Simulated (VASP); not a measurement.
A run of VASP 6.6.1 is set up as follows.

File INCAR:

```
SYSTEM = Cs
  PREC = Accurate
  ENCUT = 520
  EDIFF = 1E-6
  ISMEAR = -1
  SIGMA = 0.05
  LREAL = .FALSE.
  LASPH = .TRUE.
  NELM = 100
  ALGO = Fast
  ISIF = 2
  LWAVE = .FALSE.
  LCHARG = .TRUE.
  GGA = PS
  LELF = .TRUE.
  LVHAR = .TRUE.
  NBANDS = 16
```

File KPOINTS:

```
regular mesh
0
G
  6 6 3
  0 0 0
```

The input POSCAR:

```
Cs
1.0
    5.4077718387      0.0000000000      0.0000000000
   -2.7038859194      4.6832677902      0.0000000000
    0.0000000000      0.0000000000      8.6791752331
Cs
2
Direct
    0.6666666667      0.3333333333      0.7500000000
    0.3333333333      0.6666666667      0.2500000000
```

Potentials or basis: VASP PAW PBE potentials, release 64 (Cs_sv).

Command:

```sh
$ cat potpaw_PBE.64/Cs_sv/POTCAR > POTCAR
$ mpirun -np 1 vasp_std > vasp.out
```

Problem. Estimate the band gap on the k mesh.

Solution. Zero (bands 9 and 10 overlap by 1.36 eV).

Problem. Predict the pressure.

Solution. 0.0 GPa.

Caveat: the PAW data sets were made with another functional, which shifts forces and pressure a little; spin-orbit coupling is left out, which moves the levels of the heavy elements.
